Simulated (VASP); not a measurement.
N: single point with r2SCAN

N:

```
N
1.0
     5.81510    0.00000    0.00000
     0.00000    5.81510    0.00000
     0.00000    0.00000    5.81510
N
8
Direct
  0.04586 0.45414 0.54586
  0.45414 0.54586 0.04586
  0.54586 0.04586 0.45414
  0.95414 0.95414 0.95414
  0.93610 0.56390 0.43610
  0.56390 0.43610 0.93610
  0.43610 0.93610 0.56390
  0.06390 0.06390 0.06390
```

| Quantity | Value |
| --- | --- |
| Program | VASP 6.6.1 |
| Task | single point |
| Functional | r2SCAN |
| Potentials or basis | VASP PAW PBE potentials, release 64 (N_h) |
| Cutoff | 910 eV |
| k mesh | 4 × 4 × 4 |
| Occupations | gaussian, width 0.01 eV |
| Spin | no spin polarisation |

The pressure is -2.4 GPa and the largest force is 1.819 eV/Å. The band gap on the k mesh is 8.18 eV (least direct gap 8.20 eV).

Forces in eV/Å, atoms in the order of the input:
```
N   -1.042  1.042 -1.042
N    1.042 -1.042 -1.042
N   -1.042 -1.042  1.042
N    1.042  1.042  1.042
N    1.050 -1.050  1.050
N   -1.050  1.050  1.050
N    1.050  1.050 -1.050
N   -1.050 -1.050 -1.050
```

Levels at points of the mesh, in eV from the valence-band top:
| k point | band 18 | band 19 | band 20 | band 21 | band 22 | band 23 |
| --- | --- | --- | --- | --- | --- | --- |
| (0.00, 0.00, 0.00) | -0.02 | -0.02 | -0.02 | 8.18 | 8.18 | 8.18 |
| (0.50, 0.00, 0.00) | -0.25 | 0.00 | 0.00 | 8.40 | 8.40 | 8.71 |
| (0.50, 0.50, 0.00) | -0.15 | -0.11 | -0.11 | 8.70 | 8.70 | 8.73 |
| (0.50, 0.50, 0.50) | -0.18 | -0.18 | -0.18 | 8.72 | 8.72 | 8.72 |

It took 8.6 min on 1 thread of Intel(R) Xeon(R) Platinum 8259CL CPU @ 2.50GHz (Skylake/Cascade Lake), with other jobs on the host, peak memory 0.55 GiB.

Caveat: the cutoff is under 1.25 times the usual one of these potentials, so pressure, stress and relaxed cells hold a basis-set (Pulay) error; the PAW data sets were made with another functional, which shifts forces and pressure a little. A k mesh can miss the band edges.
